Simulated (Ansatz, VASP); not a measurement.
# Two plane-wave programs on Ge2Sb2O

```
CELL_PARAMETERS angstrom
4.76841 0.00000 0.00000
-2.38421 4.12957 0.00000
0.00000 0.00000 7.00824
ATOMIC_POSITIONS crystal
Ge 0.33333 0.66667 0.00000
Ge 0.66667 0.33333 0.00000
Sb 0.00000 0.00000 0.71049
Sb 0.00000 0.00000 0.28951
O 0.00000 0.00000 0.00000
```

Alike in both runs: functional PBE; k mesh 6 × 6 × 2; occupations gaussian, width 0.1 eV; no spin polarisation.

Ansatz relaxed the structure, and its values are those at the end. VASP's run is a single point on that final structure, the one shown.

|  | VASP | Ansatz |
| --- | --- | --- |
| version | VASP 6.6.1 | Ansatz 0.2.0 |
| potentials or method | VASP PAW PBE potentials, release 64 (Ge_d, Sb, O), cutoff 600 eV | scalar-relativistic, plane waves, PAW |
| valence electrons in the cell | 44 | 64 |

Ansatz gave:

- gap on the k mesh at the Fermi level (eV): none
- pressure (GPa): 0.2
- rms of the force components (eV/Å): 0.006

Problem. Estimate VASP's values.

Solution. gap on the k mesh at the Fermi level (eV): none; pressure (GPa): 0.2; rms of the force components (eV/Å): 0.005.

A gap of «none» marks a metal or a gap that the smearing closes. VASP's potentials hold 44 valence electrons a cell and Ansatz's 64, so a difference there can come from the potentials and not from the codes.

The k mesh is coarse, so the values compare programs but aren't converged. Neither program's run includes spin-orbit coupling.
